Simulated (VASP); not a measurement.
Pd3I:

```
I Pd
1.0
    -2.14695    2.14695    3.87591
     2.14695   -2.14695    3.87591
     2.14695    2.14695   -3.87591
I Pd
1 3
Direct
  0.00000 0.00000 0.00000
  0.50000 0.50000 0.00000
  0.25000 0.75000 0.50000
  0.75000 0.25000 0.50000
```

Base run:

- Program: VASP 6.6.1
- Functional: PBE
- Potentials or basis: VASP PAW PBE potentials, release 64 (I, Pd)
- Cutoff: 520 eV
- k mesh: 9 × 9 × 9
- Occupations: fermi-dirac, width 0.05 eV
- Spin: no spin polarisation
- Hubbard terms: Pd d U = 3.0 eV

Its results: band gap on the k mesh zero (an odd number of electrons rules out a gap without spin polarisation); pressure -3.9 GPa.

**Question.** After a change of settings the same cell gave: band gap on the k mesh zero (an odd number of electrons rules out a gap without spin polarisation); pressure -5.2 GPa. Which change was it?
A. hubbard terms from Pd d U = 3.0 eV to Pd d U = 6.0 eV; further incar settings from ALGO = Normal; EDIFF = 1e-06; NBANDS = 26 to ALGO = Normal; EDIFF = 1e-07; NBANDS = 26
B. hubbard terms from Pd d U = 3.0 eV to Pd d U = 4.0 eV
C. hubbard terms from Pd d U = 3.0 eV to Pd d U = 1.0 eV

**Answer.** B.

Caveats: the cell stands under tension; spin-orbit coupling is left out, which moves the levels of the heavy elements; an odd number of electrons without spin polarisation forces a metal; a magnetic or distorted state may lie lower; U without spin polarisation on a metal has little footing.
